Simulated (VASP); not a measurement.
Write the native input for VASP 6.6.1 that does the following.

* Task: single point
* Functional: r2SCAN
* Potentials or basis: VASP PAW PBE potentials, release 64 (Ga_d, N)
* Cutoff: 660 eV
* k mesh: 12 × 12 × 6
* Occupations: gaussian, width 0.02 eV
* Spin: no spin polarisation
* Dipole correction: no
* Further INCAR settings: ALGO = Normal; EDIFF = 1e-06; NBANDS = 26

GaN:

```
Ga N
1.0
     3.18310    0.00000    0.00000
    -1.59155    2.75665    0.00000
     0.00000    0.00000    5.18368
Ga N
2 2
Direct
  0.33333 0.66667 0.00011
  0.66667 0.33333 0.50011
  0.33333 0.66667 0.37689
  0.66667 0.33333 0.87689
```

These files were run (other wordings do the same):

POSCAR

```
GaN
1.0
    3.1831034377      0.0000000000      0.0000000000
   -1.5915517189      2.7566484399      0.0000000000
    0.0000000000      0.0000000000      5.1836810087
Ga N
2 2
Direct
    0.3333333333      0.6666666667      0.0001127906
    0.6666666667      0.3333333333      0.5001127906
    0.3333333333      0.6666666667      0.3768872094
    0.6666666667      0.3333333333      0.8768872094
```

INCAR.step1

```
SYSTEM = GaN
  ALGO = Normal
  EDIFF = 1E-5
  ENCUT = 660
  GGA = PE
  GGA_COMPAT = .False.
  ISMEAR = 0
  LASPH = .True.
  LCHARG = .False.
  LREAL = .False.
  LWAVE = .True.
  NBANDS = 26
  NELM = 120
  PREC = Accurate
  SIGMA = 0.02
```

INCAR.step2

```
SYSTEM = GaN
  ALGO = Normal
  EDIFF = 1E-6
  ENCUT = 660
  GGA_COMPAT = .False.
  ISIF = 2
  ISMEAR = 0
  ISTART = 1
  LASPH = .True.
  LCHARG = .False.
  LMIXTAU = .True.
  LREAL = .False.
  LWAVE = .False.
  METAGGA = R2SCAN
  NBANDS = 26
  NELM = 120
  PREC = Accurate
  SIGMA = 0.02
```

KPOINTS

```
k-points
0
Gamma
  12 12 6
  0 0 0
```

Potentials or basis: VASP PAW PBE potentials, release 64 (Ga_d, N).

The run is started by

```console
$ cat potpaw_PBE.64/Ga_d/POTCAR potpaw_PBE.64/N/POTCAR > POTCAR
$ cp INCAR.step1 INCAR
$ mpirun -np 1 vasp_std > vasp.out
$ cp INCAR.step2 INCAR
$ mpirun -np 1 vasp_std > vasp.out
```

It gave:

The pressure is 1.1 GPa and the largest force is 0.006 eV/Å. The band gap on the k mesh is 2.34 eV.

Caveat: the PAW data sets were made with another functional, which shifts forces and pressure a little.

Run time: 11 min on 1 thread of Intel Xeon 8259CL, on a shared host, peak memory 0.27 GiB.
